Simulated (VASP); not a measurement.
# SnO (Pmn2_1) in VASP: relaxation of shape and atoms at fixed volume with PBEsol

Aim: the relaxation of shape and atoms at fixed volume of SnO with PBEsol.

Program: VASP 6.6.1. These are calculated values, not measurements. Logs are shortened: lines on timing, memory, paths and dates and some standing lists are left out, and cuts for length are marked.

## (1) The cell of the first run

It takes space group Pmn2_1 (No. 31, orthorhombic). The conventional cell has a = 3.348 Å, b = 5.761 Å, c = 3.933 Å, α = 90.00°, β = 90.00°, γ = 90.00°. Within 2.8 Å of Sn (site symmetry m) lie 3 O at 2.15 to 2.17 Å. O (site symmetry m) has 3 Sn at 2.15 to 2.17 Å and 4 O at 2.90 Å within 3.0 Å.

## (2) Relaxation of shape and atoms at fixed volume, PBEsol (18.97 Å³/atom)

The input, INCAR:

```
PREC = Accurate ; ENCUT = 600
EDIFF = 1E-7 ; ISMEAR = 0
SIGMA = 0.02 ; LREAL = F
LASPH = T ; NELM = 80
ALGO = Normal ; ISIF = 4
LWAVE = F ; LCHARG = F
GGA = PS ; IBRION = 2
NSW = 50 ; EDIFFG = -0.01
```

The input, KPOINTS:

```
Automatic mesh
0
Gamma
  8 6 8
```

The input, POSCAR:

```
SnO
1.0
    3.3484385624      0.0000000000      0.0000000000
    0.0000000000      5.7614890365      0.0000000000
    0.0000000000      0.0000000000      3.9327233051
Sn O
2 2
Direct
    0.0000000000      0.2337881461      0.5261742566
    0.5000000000      0.7662118539      0.0261742566
    0.0000000000      0.8853566278      0.7238267434
    0.5000000000      0.1146433722      0.2238267434
```

Potentials or basis: VASP PAW PBE potentials, release 64 (Sn_d, O).

Launch:

```bash
cat potpaw_PBE.64/Sn_d/POTCAR potpaw_PBE.64/O/POTCAR > POTCAR
mpirun -np 1 vasp_std > vasp.out
```

OUTCAR:

```text
PREC = Accurate
   ENCUT = 600
   EDIFF = 1E-7
   ISMEAR = 0
   LREAL = F
   LASPH = T
   NELM = 80
   ISIF = 4
   GGA = PS
   IBRION = 2
   NSW = 50
   EDIFFG = -0.01

 ion  position               nearest neighbor table
   1  0.000  0.234  0.526-   3 2.15   4 2.17   4 2.17   2 3.73   2 3.73   2 3.73   2 3.73
   2  0.500  0.766  0.026-   4 2.15   3 2.17   3 2.17   1 3.73   1 3.73   1 3.73   1 3.73
   3  0.000  0.885  0.724-   1 2.15   2 2.17   2 2.17
   4  0.500  0.115  0.224-   2 2.15   1 2.17   1 2.17

  LATTYP: Found a simple orthorhombic cell.
 ALAT       =     3.3484385624
 B/A-ratio  =     1.1744946881
 C/A-ratio  =     1.7206494696

  Lattice vectors:

 A1 = (  -3.3484385624,   0.0000000000,   0.0000000000)
 A2 = (   0.0000000000,   0.0000000000,   3.9327233051)
 A3 = (   0.0000000000,   5.7614890365,   0.0000000000)

Analysis of symmetry for initial positions (statically):
=====================================================================
 Subroutine PRICEL returns:
 Original cell was already a primitive cell.

 Routine SETGRP: Setting up the symmetry group for a
 simple orthorhombic supercell.

 Subroutine GETGRP returns: Found  4 space group operations
 (whereof  2 operations were pure point group operations)
 out of a pool of  8 trial point group operations.

The static configuration has the point symmetry C_1h.
 The point group associated with its full space group is C_2v.

Analysis of symmetry for dynamics (positions and initial velocities):
=====================================================================
 Subroutine PRICEL returns:
 Original cell was already a primitive cell.

 Routine SETGRP: Setting up the symmetry group for a
 simple orthorhombic supercell.

 Subroutine GETGRP returns: Found  4 space group operations
 (whereof  2 operations were pure point group operations)
 out of a pool of  8 trial point group operations.

The dynamic configuration has the point symmetry C_1h.
 The point group associated with its full space group is C_2v.

 Subroutine INISYM returns: Found  4 space group operations
 (whereof  2 operations are pure point group operations),
 and found     1 'primitive' translations

----------------------------------------------------------------------------------------

                                     Primitive cell

  volume of cell :      75.8701

  direct lattice vectors                    reciprocal lattice vectors
[... 114 lines left out ...]
  Thomas-Fermi vector in A             =   2.452202
   LORBIT       =      0    0 simple, 1 ext, 2 COOP (PROOUT), +10 PAW based schemes
   GGA     = PS    functional components
   LHFCALC =     F    Hartree Fock is set to
   AEXX    =    0.0000 exact exchange contribution
   IVDW    =     0    specifies the selected vdW correction
   LEPSILON=     F    determine dielectric tensor
   LRPA    =     F    only Hartree local field effects (RPA)
 conjugate gradient relaxation of ions
 non-spin polarized calculation
 Gauss-broadening in eV      SIGMA  =   0.02
  energy-cutoff  :      600.00
  volume of cell :       75.87
 maximum number of plane-waves:      2553
 NGX is ok and might be reduce to    28
   NGX = 13   NGY = 23   NGZ = 15

--------------------------------------- Ionic step        1  -------------------------------------------

 number of electron      40.0000014 magnetization

 Free energy of the ion-electron system (eV)
  ---------------------------------------------------
  ext. energy  EPLUGINS =         0.00000000
  ---------------------------------------------------
  free energy    TOTEN  =       -23.82475506 eV

  energy without entropy =      -23.82475506  energy(sigma->0) =      -23.82475506

------------------------ aborting loop because EDIFF is reached ----------------------------------------

  FORCE on cell =-STRESS in cart. coord.  units (eV):
  Direction    XX          YY          ZZ          XY          YZ          ZX
  --------------------------------------------------------------------------------------
  -------------------------------------------------------------------------------------
  Total       -1.2124306     -1.1371589     -0.9160463      0.0000000      0.0000000      0.0000000
  in kB      -25.6033629    -24.0138207    -19.3445013      0.0000000      0.0000000      0.0000000
  external PRESSURE =     -22.9872283 kB  Pullay stress =       0.0000000 kB
[... 95 lines left out ...]
  FREE ENERGIE OF THE ION-ELECTRON SYSTEM (eV)
  ---------------------------------------------------
  free  energy   TOTEN  =       -23.8329395995 eV

  energy  without entropy=      -23.8329395995  energy(sigma->0) =      -23.83293960

[... ionic steps 4 to 7 ...]

--------------------------------------- Ionic step        8  -------------------------------------------

 number of electron      40.0000017 magnetization

------------------------ aborting loop because EDIFF is reached ----------------------------------------
[... 71 lines left out ...]
--------------------------------------- Ionic step       10  -------------------------------------------

 number of electron      40.0000017 magnetization

 Free energy of the ion-electron system (eV)
  ---------------------------------------------------
  ext. energy  EPLUGINS =         0.00000000
  ---------------------------------------------------
  free energy    TOTEN  =       -23.83451922 eV

  energy without entropy =      -23.83451922  energy(sigma->0) =      -23.83451922

 E-fermi :   5.4227     XC(G=0): -10.0735

 val. band max:        5.2944826970   @ k =   0.0000   0.0000   0.0000
 cond. band min:       6.6172267801   @ k =   0.3750   0.5000   0.0000
 fundamental gap:      1.3227440831
 Fermi energy:         5.4227382551

 k-point     1 :       0.0000    0.0000    0.0000
  band No.  band energies     occupation
      1     -15.8708      2.00000
      2     -15.5142      2.00000
      3     -15.4301      2.00000
      4     -15.3867      2.00000
      5     -15.3589      2.00000
      6     -15.3405      2.00000
[... 637 lines left out ...]
     23      10.0902      0.00000
     24      10.4683      0.00000

 [... further k-points ...]

------------------------ aborting loop because EDIFF is reached ----------------------------------------

  FORCE on cell =-STRESS in cart. coord.  units (eV):
  Direction    XX          YY          ZZ          XY          YZ          ZX
  --------------------------------------------------------------------------------------
  -------------------------------------------------------------------------------------
  Total       -0.2916697     -0.2961704     -0.2718025      0.0000000      0.0000000      0.0000000
  in kB       -6.1593006     -6.2543439     -5.7397575      0.0000000      0.0000000      0.0000000
  external PRESSURE =      -6.0511340 kB  Pullay stress =       0.0000000 kB
[... 19 lines left out ...]
  FREE ENERGIE OF THE ION-ELECTRON SYSTEM (eV)
  ---------------------------------------------------
  free  energy   TOTEN  =       -23.8345192207 eV

  energy  without entropy=      -23.8345192207  energy(sigma->0) =      -23.83451922

 reached required accuracy - stopping structural energy minimisation
```

CONTCAR:

```text
SnO
   1.00000000000000
     3.3251502403904816    0.0000000000000000    0.0000000000000000
     0.0000000000000000    5.7768306079495586    0.0000000000000000
     0.0000000000000000    0.0000000000000000    3.9497495707779384
  Sn              O
     2     2
Direct
     0.0000000000000000    0.2305303709808436    0.5235212537275513
     0.5000000000000000    0.7694696290191563    0.0235212537275514
     0.0000000000000000    0.8881979935638694    0.7264797462724462
     0.5000000000000000    0.1118020064361307    0.2264797462724461

  0.00000000E+00  0.00000000E+00  0.00000000E+00
  0.00000000E+00  0.00000000E+00  0.00000000E+00
  0.00000000E+00  0.00000000E+00  0.00000000E+00
  0.00000000E+00  0.00000000E+00  0.00000000E+00
```

Run time: 9.4 min. Hardware: 1 thread of AMD EPYC 9R45 (Zen 5), shared host; peak memory 0.3 GiB.

Results:

```
Free energy                  : -23.8345 eV
Energy gained by relaxing    : 2.4 meV/atom
Ionic steps                  : 10
Pressure after relaxing      : -0.6 GPa
Largest force after relaxing : 0.005 eV/Å
Band gap on the k mesh       : 1.32 eV (least direct gap 1.96 eV)
```

Forces in eV/Å, atoms in the order of the input:
```
Sn   0.000  0.004 -0.002
Sn   0.000 -0.004 -0.002
O    0.000 -0.002  0.002
O    0.000  0.002  0.002
```

The path:
| step | energy change (eV) | largest force (eV/Å) | pressure (GPa) | volume (Å³) |
| --- | --- | --- | --- | --- |
| 1 | 0.0000 | 0.3434 | -2.30 | 75.87 |
| 2 | -0.0079 | 0.0589 | -1.14 | 75.87 |
| 3 | -0.0082 | 0.0562 | -0.87 | 75.87 |
| 4 | -0.0090 | 0.0508 | -0.79 | 75.87 |
| 5 | -0.0095 | 0.0441 | -0.66 | 75.87 |
| 6 | -0.0095 | 0.0436 | -0.65 | 75.87 |
| 7 | -0.0097 | 0.0159 | -0.63 | 75.87 |
| 8 | -0.0097 | 0.0130 | -0.63 | 75.87 |
| 9 | -0.0097 | 0.0108 | -0.62 | 75.87 |
| 10 | -0.0098 | 0.0046 | -0.61 | 75.87 |

Final structure:
```
Sn O
1.0
     3.32515    0.00000    0.00000
     0.00000    5.77683    0.00000
     0.00000    0.00000    3.94975
Sn O
2 2
Direct
  0.00000 0.23053 0.52352
  0.50000 0.76947 0.02352
  0.00000 0.88820 0.72648
  0.50000 0.11180 0.22648
```

Caveat: the PAW data sets were made with another functional, which shifts forces and pressure a little; spin-orbit coupling is left out, which moves the levels of the heavy elements. A k mesh can miss the band edges.
